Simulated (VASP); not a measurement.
# Ru (R-3m) in VASP: a series of runs, part 2 of 3

VASP 6.6.1.

## (4) Single point, PBE

This run uses another cell than the first one, of 12.77 Å³/atom, 1.040 times its volume.

The input, INCAR:

```
SYSTEM = Ru
ALGO = Fast
EDIFF = 1E-6
ENCUT = 520
GGA = PE
ISIF = 2
ISMEAR = 0
LASPH = .True.
LCHARG = .False.
LREAL = .False.
LWAVE = .False.
NBANDS = 13
NELM = 60
PREC = Accurate
SIGMA = 0.15
```

The input, KPOINTS:

```
k-points
0
Gamma
  20 20 20
  0 0 0
```

The input, POSCAR:

```
Ru
1.0
    0.1333558828      1.9241348797      1.9241348797
    1.9241348797      0.1333558828      1.9241348797
    1.9241348797      1.9241348797      0.1333558828
Ru
1
Direct
    0.0000000000      0.0000000000      0.0000000000
```

Potentials or basis: VASP PAW PBE potentials, release 64 (Ru_pv).

On the command line:

```
cat potpaw_PBE.64/Ru_pv/POTCAR > POTCAR
mpirun -np 1 vasp_std > vasp.out
```

OUTCAR:

```text
SYSTEM = Ru
   EDIFF = 1E-6
   ENCUT = 520
   GGA = PE
   ISIF = 2
   ISMEAR = 0
   LASPH = .True.
   LREAL = .False.
   NELM = 60
   PREC = Accurate

 ion  position               nearest neighbor table
   1  0.000  0.000  0.000-

  LATTYP: Found a trigonal (rhomboedric) cell.
 ALAT       =     2.7244033956
 COS(alpha) =     0.5679428879

  Lattice vectors:

 A1 = (   0.1333558828,   1.9241348797,   1.9241348797)
 A2 = (   1.9241348797,   0.1333558828,   1.9241348797)
 A3 = (   1.9241348797,   1.9241348797,   0.1333558828)

Analysis of symmetry for initial positions (statically):
=====================================================================
 Subroutine PRICEL returns:
 Original cell was already a primitive cell.

 Routine SETGRP: Setting up the symmetry group for a
 trigonal (rhombohedral) supercell.

 Subroutine GETGRP returns: Found 12 space group operations
 (whereof 12 operations were pure point group operations)
 out of a pool of 12 trial point group operations.

The static configuration has the point symmetry D_3d.

Analysis of symmetry for dynamics (positions and initial velocities):
=====================================================================
 Subroutine PRICEL returns:
 Original cell was already a primitive cell.

 Routine SETGRP: Setting up the symmetry group for a
 trigonal (rhombohedral) supercell.

 Subroutine GETGRP returns: Found 12 space group operations
 (whereof 12 operations were pure point group operations)
 out of a pool of 12 trial point group operations.

The dynamic configuration has the point symmetry D_3d.

 Subroutine INISYM returns: Found 12 space group operations
 (whereof 12 operations are pure point group operations),
 and found     1 'primitive' translations

----------------------------------------------------------------------------------------

                                     Primitive cell

  volume of cell :      12.7686

  direct lattice vectors                    reciprocal lattice vectors
     0.133355883  1.924134880  1.924134880    -0.288559567  0.269856632  0.269856632
     1.924134880  0.133355883  1.924134880     0.269856632 -0.288559567  0.269856632
     1.924134880  1.924134880  0.133355883     0.269856632  0.269856632 -0.288559567

  length of vectors
     2.724403396  2.724403396  2.724403396     0.478447309  0.478447309  0.478447309

  position of ions in fractional coordinates (direct lattice)
     0.000000000  0.000000000  0.000000000

  ion indices of the primitive-cell ions
   primitive index   ion index
                 1           1

----------------------------------------------------------------------------------------

 KPOINTS: k-points

Automatic generation of k-mesh.
 Grid dimensions read from file:
 generate k-points for:   20   20   20

 Generating k-lattice:

  Cartesian coordinates                     Fractional coordinates (reciprocal lattice)
    -0.014427978  0.013492832  0.013492832     0.050000000 -0.000000000 -0.000000000
     0.013492832 -0.014427978  0.013492832    -0.000000000  0.050000000 -0.000000000
     0.013492832  0.013492832 -0.014427978    -0.000000000 -0.000000000  0.050000000

  Length of vectors
     0.023922365  0.023922365  0.023922365

  Shift w.r.t. Gamma in fractional coordinates (k-lattice)
     0.000000000  0.000000000  0.000000000

 Subroutine IBZKPT returns following result:
 ===========================================

 Found    781 irreducible k-points:

 Following reciprocal coordinates:
            Coordinates               Weight
  0.000000  0.000000  0.000000      1.000000
  0.050000  0.000000  0.000000      6.000000
  0.100000  0.000000  0.000000      6.000000
  0.150000  0.000000  0.000000      6.000000
  0.200000  0.000000  0.000000      6.000000
  0.250000  0.000000 -0.000000      6.000000
[... 16 lines left out ...]
 -0.400000  0.050000 -0.000000     12.000000
 -0.350000  0.050000 -0.000000     12.000000
 [... further k-points ...]
   k-points           NKPTS =    781   k-points in BZ     NKDIM =    781   number of bands    NBANDS=     13
   number of dos      NEDOS =    301   number of ions     NIONS =      1
   total plane-waves  NPLWV =   8000
   dimension x,y,z NGX =    20 NGY =   20 NGZ =   20
   dimension x,y,z NGXF=    40 NGYF=   40 NGZF=   40
   ions per type =               1
   NGX,Y,Z   is equivalent  to a cutoff of  12.20, 12.20, 12.20 a.u.
   NGXF,Y,Z  is equivalent  to a cutoff of  24.41, 24.41, 24.41 a.u.
 SYSTEM =  Ru
   PREC   = accura    normal or accurate (medium, high low for compatibility)
   ISTART =      0    job   : 0-new  1-cont  2-samecut
   ICHARG =      2    charge: 1-file 2-atom 10-const
   ISPIN  =      1    spin polarized calculation?
   LNONCOLLINEAR =      F non collinear calculations
   LSORBIT =      F    spin-orbit coupling
   LASPH  =      T    aspherical Exc in radial PAW
   ENCUT  =  520.0 eV  38.22 Ry    6.18 a.u.   5.07  5.07  5.07*2*pi/ulx,y,z
   NELM   =     60;   NELMIN=  2; NELMDL= -5     # of ELM steps
   EDIFF  = 0.1E-05   stopping-criterion for ELM
   LREAL  =      F    real-space projection
   EDIFFG = 0.1E-04   stopping-criterion for IOM
   NSW    =      0    number of steps for IOM
   IBRION =     -1    ionic relax: 0-MD 1-quasi-New 2-CG
   NFREE  =      0    steps in history (QN), initial steepest desc. (CG)
   ISIF   =      2    stress and relaxation
   ISYM   =      2    0-nonsym 1-usesym 2-fastsym
   POTIM  = 0.5000    time-step for ionic-motion
   TEBEG  =    0.0;   TEEND  =   0.0 temperature during run
   PSTRESS=    0.0 pullay stress
   NELECT =      14.0000    total number of electrons
   NUPDOWN=      -1.0000    fix difference up-down
   EMIN   =  10.00;   EMAX   =-10.00  energy-range for DOS
   EFERMI =   0.00;   METHOD = LEGACY
   ISMEAR =     0;   SIGMA  =   0.15  broadening in eV -4-tet -1-fermi 0-gaus
   EFERMI_NEDOS =   21; number of points for ismear=-14 and -15
   IALGO  =     68    algorithm
   IMIX   =      4    mixing-type and parameters
     AMIX     =   0.40;   BMIX     =  1.00
     AMIX_MAG =   1.60;   BMIX_MAG =  1.00
  volume/ion in A,a.u.               =      12.77        86.17
  Fermi-wavevector in a.u.,A,eV,Ry     =   1.688118  3.190080 38.773082  2.849741
  Thomas-Fermi vector in A             =   2.770481
   LORBIT       =      0    0 simple, 1 ext, 2 COOP (PROOUT), +10 PAW based schemes
   GGA     = PE    functional components
   LHFCALC =     F    Hartree Fock is set to
   AEXX    =    0.0000 exact exchange contribution
   IVDW    =     0    specifies the selected vdW correction
   LEPSILON=     F    determine dielectric tensor
   LRPA    =     F    only Hartree local field effects (RPA)
 non-spin polarized calculation
 RMM-DIIS sequential band-by-band and
 Gauss-broadening in eV      SIGMA  =   0.15
  energy-cutoff  :      520.00
  volume of cell :       12.77
 maximum number of plane-waves:       358
   NGX = 11   NGY = 11   NGZ = 11

 number of electron      14.0000000 magnetization

 Free energy of the ion-electron system (eV)
  ---------------------------------------------------
  ext. energy  EPLUGINS =         0.00000000
  ---------------------------------------------------
  free energy    TOTEN  =        -8.84635707 eV

  energy without entropy =       -8.83551678  energy(sigma->0) =       -8.84093693

 E-fermi :  13.9457     XC(G=0): -14.4889

 val. band max:       13.9406026985   @ k =  -0.0500   0.0500   0.0000
 cond. band min:      13.9504903582   @ k =   0.1500   0.0500   0.0500
 fundamental gap:      0.0098876597
 Fermi energy:        13.9457348389

 k-point     1 :       0.0000    0.0000    0.0000
  band No.  band energies     occupation
      1     -28.6694      2.00000
      2     -28.4132      2.00000
      3     -28.4132      2.00000
      4       5.6658      2.00000
      5      10.0125      2.00000
      6      11.4289      2.00000
      7      11.4289      2.00000
      8      13.9987      0.61734
      9      13.9987      0.61734
     10      24.4279      0.00000
     11      28.7536      0.00000
     12      33.1267      0.00000
     13      36.2482      0.00000
[... 353 lines left out ...]
 k-point    24 :      -0.3500    0.0500   -0.0000
  band No.  band energies     occupation
      1     -29.7146      2.00000
      2     -28.7338      2.00000
      3     -28.6761      2.00000
      4       7.6569      2.00000
      5      10.3233      2.00000
      6      11.9638      2.00000
      7      12.8653      2.00000
      8      14.4430      0.00000
      9      16.1305      0.00000
     10      24.4269      0.00000
     11      27.1888      0.00000
     12      30.3565      0.00000
     13      35.9919      0.00000

 [... further k-points ...]

------------------------ aborting loop because EDIFF is reached ----------------------------------------

  FORCE on cell =-STRESS in cart. coord.  units (eV):
  Direction    XX          YY          ZZ          XY          YZ          ZX
  --------------------------------------------------------------------------------------
  -------------------------------------------------------------------------------------
  Total        2.8208381      2.8208381      2.8208381     -1.7404482     -1.7404482     -1.7404482
  in kB      353.9519714    353.9519714    353.9519714   -218.3872431   -218.3872431   -218.3872431
  external PRESSURE =     353.9519714 kB  Pullay stress =       0.0000000 kB

 VOLUME and BASIS-vectors are now :
 -----------------------------------------------------------------------------
  energy-cutoff  :      520.00
  volume of cell :       12.77
      direct lattice vectors                 reciprocal lattice vectors
     0.133355883  1.924134880  1.924134880    -0.288559567  0.269856632  0.269856632
     1.924134880  0.133355883  1.924134880     0.269856632 -0.288559567  0.269856632
     1.924134880  1.924134880  0.133355883     0.269856632  0.269856632 -0.288559567

 POSITION                                       TOTAL-FORCE (eV/Angst)
 -----------------------------------------------------------------------------------
      0.00000      0.00000      0.00000         0.000000      0.000000     -0.000000
 -----------------------------------------------------------------------------------
    total drift:                               -0.000000     -0.000000     -0.000000

  FREE ENERGIE OF THE ION-ELECTRON SYSTEM (eV)
  ---------------------------------------------------
  free  energy   TOTEN  =        -8.8463570737 eV

  energy  without entropy=       -8.8355167808  energy(sigma->0) =       -8.84093693
```

OSZICAR:

```text
N       E                     dE             d eps       ncg     rms          rms(c)
DAV:   1     0.106384598920E+03    0.10638E+03   -0.84216E+03 20496   0.116E+03
DAV:   2    -0.818758527250E+01   -0.11457E+03   -0.10989E+03 22171   0.328E+02
DAV:   3    -0.943703194747E+01   -0.12494E+01   -0.12448E+01 22861   0.375E+01
DAV:   4    -0.944052493513E+01   -0.34930E-02   -0.34929E-02 22181   0.213E+00
DAV:   5    -0.944054686551E+01   -0.21930E-04   -0.21931E-04 22971   0.153E-01    0.150E+01
RMM:   6    -0.889863466964E+01    0.54191E+00   -0.74915E-01 20703   0.878E+00    0.500E+00
RMM:   7    -0.885020326829E+01    0.48431E-01   -0.10045E-01 21002   0.330E+00    0.116E+00
RMM:   8    -0.884649681062E+01    0.37065E-02   -0.93041E-03 22271   0.112E+00    0.122E-01
RMM:   9    -0.884634206665E+01    0.15474E-03   -0.96807E-04 24283   0.390E-01    0.442E-02
RMM:  10    -0.884636210958E+01   -0.20043E-04   -0.13362E-04 23391   0.156E-01    0.128E-02
RMM:  11    -0.884635774397E+01    0.43656E-05   -0.35195E-05 24592   0.780E-02    0.729E-03
RMM:  12    -0.884635707366E+01    0.67031E-06   -0.66733E-06 19514   0.340E-02
   1 F= -.88463571E+01 E0= -.88409369E+01  d E =-.108403E-01
```

stdout:

```text
POSCAR found type information on POSCAR Ru
 POSCAR found :  1 types and       1 ions
 scaLAPACK will be used
 LDA part: xc-table for (Slater+PW92), standard interpolation
 POSCAR, INCAR and KPOINTS ok, starting setup
 FFT: planning ... GRIDC
 FFT: planning ... GRID_SOFT
 FFT: planning ... GRID
 WAVECAR not read
 entering main loop
```

Run time: 67 s. Hardware: 1 thread of AMD EPYC 9R45 (Zen 5), shared host; peak memory 0.2 GiB.

What came out:

| Item | Value |
| --- | --- |
| Free energy | -8.8464 eV |
| Pressure | 35.4 GPa |
| Band gap on the k mesh | zero (band 7 reaches 16.31 eV, above the bottom of band 8 at 12.47 eV) |

## (5) Single point, PBE

This run uses another cell than the first one, of 14.84 Å³/atom, 1.208 times its volume.

INCAR is that of step 4.

KPOINTS is that of step 4.

The input, POSCAR:

```
Ru
1.0
   -0.1333558828      1.8860331989      1.8860331989
    1.8860331989     -0.1333558828      1.8860331989
    1.8860331989      1.8860331989     -0.1333558828
Ru
1
Direct
    0.0000000000      0.0000000000      0.0000000000
```

On the command line:

```
cat potpaw_PBE.64/Ru_pv/POTCAR > POTCAR
mpirun -np 1 vasp_std > vasp.out
```

Run time: 97 s. Hardware: 1 thread of Intel Xeon Platinum 8488C (Sapphire Rapids), shared host; peak memory 0.24 GiB.

The run converged. Its results:

```
Free energy            : -8.9388 eV
Pressure               : -14.8 GPa
Band gap on the k mesh : zero (band 7 reaches 13.07 eV, above the bottom of band 8 at 9.85 eV)
```

Stress tensor (GPa, compression positive):
```
-14.79  12.83  12.83
 12.83 -14.79  12.83
 12.83  12.83 -14.79
```

Levels at points of the mesh, in eV from the Fermi level:
| k point | band 5 | band 6 | band 7 | band 8 | band 9 | band 10 |
| --- | --- | --- | --- | --- | --- | --- |
| (0.00, 0.00, 0.00) | -2.86 | -2.86 | -1.35 | 0.00 | 0.00 | 10.66 |
| (0.50, 0.00, 0.00) | -3.05 | -1.50 | 0.65 | 0.95 | 1.68 | 8.60 |
| (0.50, 0.50, 0.00) | -5.23 | 1.21 | 1.81 | 2.22 | 3.45 | 10.66 |
| (0.50, 0.50, 0.50) | -2.66 | -2.66 | 1.83 | 1.83 | 2.10 | 10.52 |

(Part 2 of 3 ends here.)
